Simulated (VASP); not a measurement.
# Li (P6_3/mmc) in VASP: notebook, part 3 of 3

VASP 6.6.1. The steps go on from the part before.

### 6 Electric field gradients, PBE (volume scaled by 0.9405)

The input, INCAR:

```
ALGO     = Normal         # electronic algorithm
EDIFF    = 1E-8           # SCF threshold, eV
ENCUT    = 520            # plane-wave cutoff, eV
GGA      = PE             # functional
ISIF     = 2              # what is computed and relaxed
ISMEAR   = -1             # smearing method
LASPH    = True           # aspherical terms in the spheres
LCHARG   = False          # write CHGCAR
LEFG     = True         
LREAL    = False          # projectors in reciprocal space
LWAVE    = False          # write WAVECAR
NBANDS   = 10             # bands
NELM     = 100            # most SCF steps
PREC     = Accurate       # precision mode
SIGMA    = 0.08           # smearing width, eV
```

The input, KPOINTS:

```
k-points
0
Gamma
  15 15 8
```

The input, POSCAR:

```
Li
1.0
    3.0480347320      0.0000000000      0.0000000000
   -1.5240173660      2.6396755095      0.0000000000
    0.0000000000      0.0000000000      4.9899164750
Li
2
Direct
    0.3333333333      0.6666666667      0.2500000000
    0.6666666667      0.3333333333      0.7500000000
```

Potentials or basis: VASP PAW PBE potentials, release 64 (Li_sv).

Run with:

```bash
$ cat potpaw_PBE.64/Li_sv/POTCAR > POTCAR
$ mpirun -np 1 vasp_std > vasp.out
```

OUTCAR:

```text
EDIFF = 1E-8
   ENCUT = 520
   GGA = PE
   ISIF = 2
   ISMEAR = -1
   LASPH = True
   LREAL = False
   NELM = 100
   PREC = Accurate

 ion  position               nearest neighbor table
   1  0.333  0.667  0.250-
   2  0.667  0.333  0.750-

  LATTYP: Found a hexagonal cell.
 ALAT       =     3.0480347320
 C/A-ratio  =     1.6370930497

  Lattice vectors:

 A1 = (   3.0480347320,   0.0000000000,   0.0000000000)
 A2 = (  -1.5240173660,   2.6396755095,   0.0000000000)
 A3 = (   0.0000000000,   0.0000000000,   4.9899164750)

Analysis of symmetry for initial positions (statically):
=====================================================================
 Subroutine PRICEL returns:
 Original cell was already a primitive cell.

 Routine SETGRP: Setting up the symmetry group for a
 hexagonal supercell.

 Subroutine GETGRP returns: Found 24 space group operations
 (whereof 12 operations were pure point group operations)
 out of a pool of 24 trial point group operations.

The static configuration has the point symmetry D_3d.
 The point group associated with its full space group is D_6h.

Analysis of symmetry for dynamics (positions and initial velocities):
=====================================================================
 Subroutine PRICEL returns:
 Original cell was already a primitive cell.

 Routine SETGRP: Setting up the symmetry group for a
 hexagonal supercell.

 Subroutine GETGRP returns: Found 24 space group operations
 (whereof 12 operations were pure point group operations)
 out of a pool of 24 trial point group operations.

The dynamic configuration has the point symmetry D_3d.
 The point group associated with its full space group is D_6h.

 Subroutine INISYM returns: Found 24 space group operations
 (whereof 12 operations are pure point group operations),
 and found     1 'primitive' translations

----------------------------------------------------------------------------------------

                                     Primitive cell

  volume of cell :      40.1480

  direct lattice vectors                    reciprocal lattice vectors
     3.048034732  0.000000000  0.000000000     0.328080251  0.189417221  0.000000000
    -1.524017366  2.639675509  0.000000000     0.000000000  0.378834442  0.000000000
     0.000000000  0.000000000  4.989916475     0.000000000  0.000000000  0.200404156

  length of vectors
     3.048034732  3.048034732  4.989916475     0.378834442  0.378834442  0.200404156

  position of ions in fractional coordinates (direct lattice)
     0.333333333  0.666666667  0.250000000
     0.666666667  0.333333333  0.750000000

  ion indices of the primitive-cell ions
   primitive index   ion index
                 1           1
                 2           2

----------------------------------------------------------------------------------------

 KPOINTS: k-points

Automatic generation of k-mesh.
[... 73 lines left out ...]
   ISYM   =      2    0-nonsym 1-usesym 2-fastsym
   POTIM  = 0.5000    time-step for ionic-motion
   TEBEG  =    0.0;   TEEND  =   0.0 temperature during run
   PSTRESS=    0.0 pullay stress
   NELECT =       6.0000    total number of electrons
   NUPDOWN=      -1.0000    fix difference up-down
   EMIN   =  10.00;   EMAX   =-10.00  energy-range for DOS
   EFERMI =   0.00;   METHOD = LEGACY
   ISMEAR =    -1;   SIGMA  =   0.08  broadening in eV -4-tet -1-fermi 0-gaus
   EFERMI_NEDOS =   21; number of points for ismear=-14 and -15
   IALGO  =     38    algorithm
   IMIX   =      4    mixing-type and parameters
     AMIX     =   0.40;   BMIX     =  1.00
     AMIX_MAG =   1.60;   BMIX_MAG =  1.00
  volume/ion in A,a.u.               =      20.07       135.47
  Fermi-wavevector in a.u.,A,eV,Ry     =   0.868768  1.641734 10.269113  0.754758
  Thomas-Fermi vector in A             =   1.987494
   LORBIT       =      0    0 simple, 1 ext, 2 COOP (PROOUT), +10 PAW based schemes
   GGA     = PE    functional components
   LHFCALC =     F    Hartree Fock is set to
   AEXX    =    0.0000 exact exchange contribution
   IVDW    =     0    specifies the selected vdW correction
   LEPSILON=     F    determine dielectric tensor
   LRPA    =     F    only Hartree local field effects (RPA)
 non-spin polarized calculation
  energy-cutoff  :      520.00
  volume of cell :       40.15
 maximum number of plane-waves:      1105
 NGX is ok and might be reduce to    24
   NGX = 11   NGY = 11   NGZ = 19

 number of electron       6.0000003 magnetization

 Free energy of the ion-electron system (eV)
  ---------------------------------------------------
  ext. energy  EPLUGINS =         0.00000000
  ---------------------------------------------------
  free energy    TOTEN  =        -3.82154277 eV

  energy without entropy =       -3.80047857  energy(sigma->0) =       -3.81101067

 E-fermi :   0.6518     XC(G=0):  -7.0678

 val. band max:        0.6378620552   @ k =   0.4000   0.0667   0.3750
 cond. band min:       0.6611315177   @ k =   0.4000  -0.0000   0.5000
 fundamental gap:      0.0232694625
 Fermi energy:         0.6517676557

 k-point     1 :       0.0000    0.0000    0.0000
  band No.  band energies     occupation
      1     -45.8600      2.00000
      2     -45.8415      2.00000
      3      -2.9210      2.00000
      4       0.6181      1.20725
      5       3.5875      0.00000
      6      13.2197      0.00000
      7      13.2197      0.00000
      8      14.6224      0.00000
      9      14.6224      0.00000
     10      15.1805      0.00000
[... 287 lines left out ...]
 k-point    24 :       0.4000    0.2000    0.0000
  band No.  band energies     occupation
      1     -45.8392      2.00000
      2     -45.8355      2.00000
      3       1.1644      0.00329
      4       2.1715      0.00000
      5       4.9893      0.00000
      6       5.9872      0.00000
      7       6.9467      0.00000
      8       7.0470      0.00000
      9      10.8300      0.00000
     10      11.1185      0.00000

 [... further k-points ...]
[... 5 lines left out ...]
  --------------------------------------------------------------------------------------
  -------------------------------------------------------------------------------------
  Total        0.0110518      0.0110518      0.0140315     -0.0000000      0.0000000      0.0000000
  in kB        0.4410410      0.4410410      0.5599523     -0.0000000      0.0000000      0.0000000
  external PRESSURE =       0.4806781 kB  Pullay stress =       0.0000000 kB

 VOLUME and BASIS-vectors are now :
 -----------------------------------------------------------------------------
  energy-cutoff  :      520.00
  volume of cell :       40.15
      direct lattice vectors                 reciprocal lattice vectors
     3.048034732  0.000000000  0.000000000     0.328080251  0.189417221  0.000000000
    -1.524017366  2.639675509  0.000000000     0.000000000  0.378834442  0.000000000
     0.000000000  0.000000000  4.989916475     0.000000000  0.000000000  0.200404156

 POSITION                                       TOTAL-FORCE (eV/Angst)
 -----------------------------------------------------------------------------------
     -0.00000      1.75978      1.24748         0.000000     -0.000000      0.000000
      1.52402      0.87989      3.74244        -0.000000      0.000000     -0.000000
 -----------------------------------------------------------------------------------
    total drift:                               -0.000000      0.000000      0.000000

  FREE ENERGIE OF THE ION-ELECTRON SYSTEM (eV)
  ---------------------------------------------------
  free  energy   TOTEN  =        -3.8215427710 eV

  energy  without entropy=       -3.8004785745  energy(sigma->0) =       -3.81101067

 Electric field gradients (V/A^2)
---------------------------------------------------------------------
 ion       V_xx      V_yy      V_zz      V_xy      V_xz      V_yz
---------------------------------------------------------------------
   1       0.002     0.005    -0.007     0.002     0.000    -0.000
   2       0.002     0.005    -0.007     0.002    -0.000     0.000
---------------------------------------------------------------------

 Electric field gradients after diagonalization (V/A^2)
 (convention: |V_zz| > |V_xx| > |V_yy|)
----------------------------------------------------------------------
 ion       V_xx      V_yy      V_zz     asymmetry (V_yy - V_xx)/ V_zz
----------------------------------------------------------------------
   1       0.006     0.001    -0.007       0.727
   2       0.006     0.001    -0.007       0.727
----------------------------------------------------------------------

           NMR quadrupolar parameters

 Cq : quadrupolar parameter    Cq=e*Q*V_zz/h
 eta: asymmetry parameters     (V_yy - V_xx)/ V_zz
 Q  : nuclear electric quadrupole moment in mb (millibarn)
----------------------------------------------------------------------
 ion       Cq(MHz)       eta       Q (mb)
----------------------------------------------------------------------
   1      -0.000       0.727       1.000
   2      -0.000       0.727       1.000
----------------------------------------------------------------------
```

Wall time 25 s (1 thread of Intel Xeon Platinum 8488C (Sapphire Rapids), shared host); peak memory 0.17 GiB.

Results:

| Item | Value |
| --- | --- |
| Free energy | -3.8215 eV |
| Band gap on the k mesh | zero (band 3 reaches 2.83 eV, above the bottom of band 4 at -1.81 eV) |

Caveat: the cutoff is under 1.25 times the usual one of these potentials, so pressure, stress and relaxed cells hold a basis-set (Pulay) error; without QUAD_EFG the Cq values of the log hold for a quadrupole moment of 1 mb, not for the nuclei.

### 7 Summary

```tsv
cell	gap on the mesh (eV)
a = 3.142, b = 3.142, c = 5.143 Å, angles 90.0, 90.0, 120.0°, 2 atoms	none
a = 3.172, b = 3.172, c = 5.193 Å, angles 90.0, 90.0, 120.0°, 2 atoms	none
a = 3.048, b = 3.048, c = 4.990 Å, angles 90.0, 90.0, 120.0°, 2 atoms	none
```

Alike in all rows: task electric field gradients; level PBE; potentials or basis VASP PAW PBE potentials, release 64 (Li_sv); no spin polarisation; k mesh 15 × 15 × 8; cutoff (eV) 520; smearing fermi-dirac 0.08 eV.

Caveats: the cutoff is under 1.25 times the usual one of these potentials, so pressure, stress and relaxed cells hold a basis-set (Pulay) error.

Total energies depend on the potentials used, so only differences within one code and one set of settings carry meaning.
